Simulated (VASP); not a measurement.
**Be3Se2S (an interface model): single point with PBEsol**

The system is Be3Se2S (an interface model).

```
CELL_PARAMETERS angstrom
2.56441 -2.56441 0.00000
0.00000 2.56441 -2.56441
4.95917 4.95917 4.95917
ATOMIC_POSITIONS crystal
Be 0.00190 0.00477 0.00335
Be 0.34475 0.67515 0.31022
Be 0.66874 0.33328 0.65406
S 0.99047 0.99867 0.23094
Se 0.33904 0.66756 0.57204
Se 0.65811 0.32784 0.91433
```

```yaml
Program: VASP 6.6.1
Task: single point
Functional: PBEsol
Potentials_or_basis: VASP PAW PBE potentials, release 64 (Be, S, Se)
Cutoff: 520 eV
k_mesh: 4 × 4 × 2
Occupations: fermi-dirac, width 0.05 eV
Spin: no spin polarisation
```

```yaml
Pressure: -0.7 GPa
Largest_force: 1.621 eV/Å
Band_gap_on_the_k_mesh: 2.32 eV, indirect (least direct gap 3.63 eV)
```

Forces on the atoms (eV/Å):
```
Be  -0.891 -0.672 -0.516
Be  -0.299  0.123  0.125
Be   0.214  0.123  0.161
S    1.213  0.745  0.776
Se  -0.319 -0.166 -0.227
Se   0.082 -0.153 -0.318
```

Stress tensor (GPa, compression positive):
```
-0.74  1.63  1.83
 1.63 -0.65  2.11
 1.83  2.11 -0.65
```

Levels at points of the mesh, in eV from the valence-band top:
```
           k point  band 8  band 9  band 10  band 11  band 12  band 13  band 14  band 15  band 16  band 17
(0.00, 0.00, 0.00)   -0.95   -0.90    -0.26    -0.13     0.00     3.63     4.29     4.51     4.63     4.76
(0.50, 0.00, 0.00)   -3.03   -2.51    -2.16    -2.01    -1.43     2.35     4.06     4.35     4.77     6.34
(0.00, 0.50, 0.00)   -3.00   -2.43    -2.19    -2.03    -1.52     2.32     4.01     4.32     4.68     6.27
(0.50, 0.50, 0.00)   -3.01   -2.44    -2.20    -2.02    -1.48     2.32     4.00     4.32     4.72     6.31
(0.00, 0.00, 0.50)   -1.69   -0.79    -0.74    -0.36    -0.16     3.70     4.31     4.58     4.96     5.27
(0.50, 0.00, 0.50)   -3.36   -2.97    -2.42    -1.21    -1.09     3.09     3.39     4.31     5.40     5.64
(0.00, 0.50, 0.50)   -3.26   -3.09    -2.43    -1.27    -1.14     2.98     3.39     4.32     5.46     5.63
(0.50, 0.50, 0.50)   -3.25   -3.08    -2.41    -1.28    -1.10     2.98     3.41     4.33     5.42     5.61
```

It took 32 s on 1 thread of Intel(R) Xeon(R) Platinum 8375C CPU @ 2.90GHz (Ice Lake), with other jobs on the host, peak memory 0.22 GiB.

Caveat: the k points lie up to 0.50 Å⁻¹ apart; the PAW data sets were made with another functional, which shifts forces and pressure a little.
